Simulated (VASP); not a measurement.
# BaZrS3: single point with PBE+D3(BJ)

Crystal: BaZrS3.

```xyz
20
Lattice="7.0833 0.0000 0.0000 0.0000 9.9403 0.0000 0.0000 0.0000 6.9602" Properties=species:S:1:pos:R:3 pbc="T T T"
Ba    0.3648    2.4851    0.0773
Ba    3.1768    7.4552    3.5574
Ba    3.9064    2.4851    3.4028
Ba    6.7185    7.4552    6.8829
Zr    0.0000    0.0000    3.4801
Zr    3.5416    0.0000    0.0000
Zr    3.5416    4.9702    0.0000
Zr    0.0000    4.9702    3.4801
S     7.0451    2.4851    3.9427
S     3.5798    7.4552    0.4626
S     3.5034    2.4851    6.4975
S     0.0382    7.4552    3.0174
S     1.4780    9.5942    5.5104
S     2.0637    0.3461    2.0303
S     5.0196    5.3163    4.9299
S     5.6053    4.6240    1.4498
S     5.6053    0.3461    1.4498
S     5.0196    9.5942    4.9299
S     2.0637    4.6240    2.0303
S     1.4780    5.3163    5.5104
```

```json
{
 "Program": "VASP 6.6.1",
 "Task": "single point",
 "Functional": "PBE",
 "Dispersion": "D3(BJ)",
 "Potentials or basis": "VASP PAW PBE potentials, release 64 (Ba_sv, Zr_sv, S)",
 "Cutoff": "500 eV",
 "k mesh": "4 × 4 × 4",
 "Occupations": "gaussian, width 0.02 eV",
 "Spin": "no spin polarisation",
 "Dipole correction": "no",
 "Further INCAR settings": "ALGO = Normal; EDIFF = 1e-06; NBANDS = 96"
}
```

```json
{"Pressure": "0.4 GPa", "Largest force": "0.042 eV/Å", "Band gap on the k mesh": "1.02 eV", "Dispersion energy per atom": "-0.346 eV"}
```

Forces on the atoms (eV/Å):
```
Ba  -0.005  0.000  0.004
Ba   0.005  0.000  0.004
Ba  -0.005  0.000 -0.004
Ba   0.005  0.000 -0.004
Zr   0.000  0.000  0.000
Zr   0.000  0.000  0.000
Zr   0.000  0.000  0.000
Zr   0.000  0.000  0.000
S    0.029  0.000 -0.030
S   -0.029  0.000 -0.030
S    0.029  0.000  0.030
S   -0.029  0.000  0.030
S    0.018  0.026 -0.010
S   -0.018 -0.026 -0.010
S    0.018 -0.026  0.010
S   -0.018  0.026  0.010
S   -0.018 -0.026  0.010
S    0.018  0.026  0.010
S   -0.018  0.026 -0.010
S    0.018 -0.026 -0.010
```

Levels at points of the mesh, in eV from the valence-band top:
| k point | band 77 | band 78 | band 79 | band 80 | band 81 | band 82 | band 83 | band 84 |
| --- | --- | --- | --- | --- | --- | --- | --- | --- |
| (0.00, 0.00, 0.00) | -0.20 | -0.05 | -0.02 | 0.00 | 1.02 | 1.12 | 1.18 | 1.32 |
| (0.50, 0.00, 0.00) | -0.57 | -0.57 | -0.23 | -0.23 | 2.06 | 2.06 | 2.20 | 2.20 |
| (0.00, 0.50, 0.00) | -0.28 | -0.28 | -0.27 | -0.27 | 1.22 | 1.22 | 2.07 | 2.07 |
| (0.50, 0.50, 0.00) | -0.35 | -0.35 | -0.35 | -0.35 | 2.44 | 2.44 | 2.44 | 2.44 |
| (0.00, 0.00, 0.50) | -0.50 | -0.50 | -0.31 | -0.31 | 2.11 | 2.11 | 2.21 | 2.21 |
| (0.50, 0.00, 0.50) | -0.37 | -0.37 | -0.09 | -0.09 | 1.14 | 1.14 | 2.50 | 2.50 |
| (0.00, 0.50, 0.50) | -0.39 | -0.39 | -0.30 | -0.30 | 2.37 | 2.37 | 2.40 | 2.40 |
| (0.50, 0.50, 0.50) | -0.38 | -0.38 | -0.38 | -0.38 | 2.20 | 2.20 | 2.20 | 2.20 |

Wall time 11 min on 4 MPI ranks on AMD EPYC 7R43 64-Core Processor (Zen 3), with other jobs on the host, peak memory 1.1 GiB a rank.

Caveat: spin-orbit coupling is left out, which moves the levels of the heavy elements. A k mesh can miss the band edges.
